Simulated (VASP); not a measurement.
# InAs (f.blda) (F-43m) in VASP: further runs, part 2 of 2

VASP 6.6.1. Earlier steps stand in the parts before.

**3. Single point, LDA**

Contents of INCAR:

```
SYSTEM = InAs
ALGO = Normal
EDIFF = 1E-6
ENCUT = 500
GGA = CA
GGA_COMPAT = .FALSE.
ISIF = 2
ISMEAR = 0
LASPH = .TRUE.
LCHARG = .FALSE.
LREAL = .FALSE.
LWAVE = .FALSE.
NBANDS = 16
NELM = 120
PREC = Accurate
SIGMA = 0.1
```

Contents of KPOINTS:

```
k-points
0
G
  12 12 12
  0 0 0
```

Contents of POSCAR:

```
InAs
1.0
    0.0000000000      3.0129534732      3.0129534732
    3.0129534732      0.0000000000      3.0129534732
    3.0129534732      3.0129534732      0.0000000000
In As
1 1
Direct
    0.0000000000      0.0000000000      0.0000000000
    0.2500000000      0.2500000000      0.2500000000
```

Potentials or basis: VASP PAW LDA potentials, release 64 (In_d, As).

The run is started by

```bash
cat potpaw_LDA.64/In_d/POTCAR potpaw_LDA.64/As/POTCAR > POTCAR
mpirun -np 1 vasp_std > vasp.out
```

OUTCAR:

```text
SYSTEM = InAs
   EDIFF = 1E-6
   ENCUT = 500
   GGA = CA
   ISIF = 2
   ISMEAR = 0
   LASPH = .TRUE.
   LREAL = .FALSE.
   NELM = 120
   PREC = Accurate

 ion  position               nearest neighbor table
   1  0.000  0.000  0.000-   2 2.61   2 2.61   2 2.61   2 2.61
   2  0.250  0.250  0.250-   1 2.61   1 2.61   1 2.61   1 2.61

  LATTYP: Found a face centered cubic cell.
 ALAT       =     6.0259069464

  Lattice vectors:

 A1 = (   0.0000000000,   3.0129534732,   3.0129534732)
 A2 = (   3.0129534732,   0.0000000000,   3.0129534732)
 A3 = (   3.0129534732,   3.0129534732,   0.0000000000)

Analysis of symmetry for initial positions (statically):
=====================================================================
 Subroutine PRICEL returns:
 Original cell was already a primitive cell.

 Routine SETGRP: Setting up the symmetry group for a
 face centered cubic supercell.

 Subroutine GETGRP returns: Found 24 space group operations
 (whereof 24 operations were pure point group operations)
 out of a pool of 48 trial point group operations.

[... 156 lines left out ...]
  ext. energy  EPLUGINS =         0.00000000
  ---------------------------------------------------
  free energy    TOTEN  =        -9.02983924 eV

  energy without entropy =       -9.02969014  energy(sigma->0) =       -9.02976469

 E-fermi :   4.5028     XC(G=0):  -9.4573

 val. band max:        4.4452420228   @ k =   0.0000   0.0000   0.0000
 cond. band min:       5.1885815848   @ k =   0.0833   0.0000   0.0000
 fundamental gap:      0.7433395620
 Fermi energy:         4.5027969362

 k-point     1 :       0.0000    0.0000    0.0000
  band No.  band energies     occupation
      1      -9.9334      2.00000
      2      -9.9334      2.00000
      3      -9.9334      2.00000
      4      -9.8003      2.00000
      5      -9.8003      2.00000
      6      -7.5375      2.00000
[... 433 lines left out ...]
      3      -9.8872      2.00000
      4      -9.7999      2.00000
      5      -9.7940      2.00000
      6      -5.8700      2.00000
[... 8 lines left out ...]
     15      14.1245      0.00000
     16      14.4990      0.00000

 [... further k-points ...]
[... 5 lines left out ...]
  --------------------------------------------------------------------------------------
  -------------------------------------------------------------------------------------
  Total        0.0505358      0.0505358      0.0505358      0.0000000     -0.0000000      0.0000000
  in kB        1.4801376      1.4801376      1.4801376      0.0000000     -0.0000000      0.0000000
  external PRESSURE =       1.4801376 kB  Pullay stress =       0.0000000 kB

 VOLUME and BASIS-vectors are now :
 -----------------------------------------------------------------------------
  energy-cutoff  :      500.00
  volume of cell :       54.70
      direct lattice vectors                 reciprocal lattice vectors
     0.000000000  3.012953473  3.012953473    -0.165950123  0.165950123  0.165950123
     3.012953473  0.000000000  3.012953473     0.165950123 -0.165950123  0.165950123
     3.012953473  3.012953473  0.000000000     0.165950123  0.165950123 -0.165950123

 POSITION                                       TOTAL-FORCE (eV/Angst)
 -----------------------------------------------------------------------------------
      0.00000      0.00000      0.00000        -0.000000      0.000000      0.000000
      1.50648      1.50648      1.50648         0.000000     -0.000000     -0.000000
 -----------------------------------------------------------------------------------
    total drift:                               -0.000000     -0.000000     -0.000000

  FREE ENERGIE OF THE ION-ELECTRON SYSTEM (eV)
  ---------------------------------------------------
  free  energy   TOTEN  =        -9.0298392446 eV

  energy  without entropy=       -9.0296901357  energy(sigma->0) =       -9.02976469
```

OSZICAR:

```text
N       E                     dE             d eps       ncg     rms          rms(c)
DAV:   1     0.112043914162E+03    0.11204E+03   -0.81069E+03  2312   0.119E+03
DAV:   2    -0.150081536047E+01   -0.11354E+03   -0.10834E+03  2592   0.295E+02
DAV:   3    -0.913686914375E+01   -0.76361E+01   -0.75980E+01  2904   0.753E+01
DAV:   4    -0.933794871703E+01   -0.20108E+00   -0.20103E+00  2976   0.135E+01
DAV:   5    -0.934721123707E+01   -0.92625E-02   -0.92624E-02  3320   0.247E+00    0.477E+00
DAV:   6    -0.907262344691E+01    0.27459E+00   -0.36689E-01  3664   0.105E+01    0.263E+00
DAV:   7    -0.903328871386E+01    0.39335E-01   -0.10747E-01  3280   0.296E+00    0.683E-01
DAV:   8    -0.902992806327E+01    0.33607E-02   -0.11869E-02  2856   0.125E+00    0.224E-01
DAV:   9    -0.902981649365E+01    0.11157E-03   -0.78075E-04  2976   0.236E-01    0.137E-01
DAV:  10    -0.902983765448E+01   -0.21161E-04   -0.11394E-04  3440   0.176E-01    0.685E-02
DAV:  11    -0.902984152853E+01   -0.38741E-05   -0.32242E-05  3464   0.107E-01    0.444E-02
DAV:  12    -0.902983920234E+01    0.23262E-05   -0.45825E-06  3000   0.280E-02    0.659E-03
DAV:  13    -0.902983924464E+01   -0.42296E-07   -0.66060E-07  1560   0.489E-03
   1 F= -.90298392E+01 E0= -.90297647E+01  d E =-.149109E-03
```

It took 56 s on 1 thread of Intel Xeon 8259CL, shared host; peak memory 0.19 GiB.

Results:

| Item | Value |
| --- | --- |
| Free energy | -9.0298 eV |
| Pressure | 0.1 GPa |
| Band gap on the k mesh | zero (filled and empty bands touch) |

Levels at points of the mesh, in eV from the Fermi level:
| k point | band 6 | band 7 | band 8 | band 9 | band 10 | band 11 | band 12 | band 13 |
| --- | --- | --- | --- | --- | --- | --- | --- | --- |
| (0.00, 0.00, 0.00) | -12.04 | -0.40 | -0.06 | -0.06 | -0.06 | 3.77 | 3.77 | 3.77 |
| (0.50, 0.00, 0.00) | -10.53 | -5.95 | -1.07 | -1.07 | 0.77 | 4.56 | 4.56 | 6.64 |
| (0.50, 0.50, 0.00) | -9.97 | -6.02 | -2.44 | -2.44 | 1.35 | 1.90 | 9.01 | 9.15 |

Caveat: spin-orbit coupling is left out, which moves the levels of the heavy elements.

**4. Single point, LDA**

INCAR is that of step 3.

KPOINTS is that of step 3.

Contents of POSCAR:

```
InAs
1.0
    0.0000000000      3.0129534736      3.0129534736
    3.0129534736      0.0000000000      3.0129534736
    3.0129534736      3.0129534736      0.0000000000
In As
1 1
Direct
    0.0000000000      0.0000000000      0.0000000000
    0.2500000000      0.2500000000      0.2500000000
```

The run is started by

```bash
cat potpaw_LDA.64/In_d/POTCAR potpaw_LDA.64/As/POTCAR > POTCAR
mpirun -np 1 vasp_std > vasp.out
```

Run time: 60 s. Hardware: 1 thread of Intel Xeon 8259CL, shared host; peak memory 0.19 GiB.

It converged, with:

```yaml
Free_energy: -9.0298 eV
Pressure: 0.1 GPa
Band_gap_on_the_k_mesh: zero (filled and empty bands touch)
```

Levels at points of the mesh, in eV from the Fermi level:
```tsv
k point	band 7	band 8	band 9	band 10	band 11	band 12
(0.00, 0.00, 0.00)	-0.40	-0.06	-0.06	-0.06	3.77	3.77
(0.50, 0.00, 0.00)	-5.95	-1.07	-1.07	0.77	4.56	4.56
(0.50, 0.50, 0.00)	-6.02	-2.44	-2.44	1.35	1.90	9.01
```

Caveat: spin-orbit coupling is left out, which moves the levels of the heavy elements.
